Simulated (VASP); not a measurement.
Crystal: SnTe.

```
Sn Te
1.0
     0.00000    3.18935    3.18935
     3.18935    0.00000    3.18935
     3.18935    3.18935    0.00000
Sn Te
1 1
Direct
  0.00000 0.00000 0.00000
  0.50000 0.50000 0.50000
```

Base run:

```yaml
Program: VASP 6.6.1
Functional: r2SCAN
Potentials_or_basis: VASP PAW PBE potentials, release 64 (Sn_d, Te)
Cutoff: 520 eV
k_mesh: 8 × 8 × 8
Occupations: fermi-dirac, width 0.02 eV
Spin: no spin polarisation
```

Its results: band gap on the k mesh 0.14 eV; pressure -0.1 GPa.

Q: The run is repeated on the same cell with these changes: functional from r2SCAN to LDA; potentials or basis from VASP PAW PBE potentials, release 64 (Sn_d, Te) to VASP PAW LDA potentials, release 64 (Sn_d, Te). What comes out?

A: Band gap on the k mesh 0.02 eV; pressure -2.9 GPa.

Caveats: semilocal functionals underestimate gaps, and a narrow one can read as zero; spin-orbit coupling is left out, which moves the levels of the heavy elements; the PAW data sets were made with another functional, which shifts forces and pressure a little (at least some runs).

A k mesh can miss the band edges.
